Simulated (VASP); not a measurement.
Crystal: PrBOs4.

```
Pr B Os
1.0
     3.71057    0.00000    0.00000
     0.00000    3.71057    0.00000
     0.00000    0.00000    7.78702
Pr B Os
1 1 4
Direct
  0.50000 0.50000 0.50000
  0.00000 0.00000 0.00000
  0.50000 0.00000 0.83440
  0.00000 0.50000 0.16560
  0.50000 0.00000 0.16560
  0.00000 0.50000 0.83440
```

The cell was generated, and may not be a known phase.

| Property | Result |
| --- | --- |
| Program | VASP 6.6.1 |
| Task | relaxation of cell and atoms |
| Functional | PBE |
| Potentials or basis | VASP PAW PBE potentials, release 64 (Pr_3, B, Os), 4f in core |
| Cutoff | 600 eV |
| k mesh | 6 × 6 × 2 |
| Occupations | gaussian, width 0.1 eV |
| Spin | no spin polarisation |

At the start: pressure 0.7 GPa; volume 17.87 Å³/atom.

Question: How do energy, volume and symmetry change on relaxing?

Answer: Over 5 steps the energy falls by 6.4 meV/atom and the volume is 17.94 Å³/atom (+0.4 %); space group P4/mmm (No. 123, to 0.1 Å) before and after.

Step by step:
```csv
step,energy change (eV),largest force (eV/Å),pressure (GPa),volume (Å³)
1,0.0000,0.0746,0.71,107.21
2,-0.0329,0.1686,-1.66,108.42
3,-0.0331,0.1639,-1.47,108.31
4,-0.0169,0.2866,3.08,106.26
5,-0.0383,0.0356,-0.01,107.62
```

Final structure:
```
Pr B Os
1.0
     3.75404    0.00000    0.00000
     0.00000    3.75404    0.00000
     0.00000    0.00000    7.63667
Pr B Os
1 1 4
Direct
  0.50000 0.50000 0.50000
  0.00000 0.00000 0.00000
  0.50000 0.00000 0.83521
  0.00000 0.50000 0.16479
  0.50000 0.00000 0.16479
  0.00000 0.50000 0.83521
```

Caveat: the k points lie up to 0.41 Å⁻¹ apart in the final cell; the highest band is partly filled, so the run has too few bands.
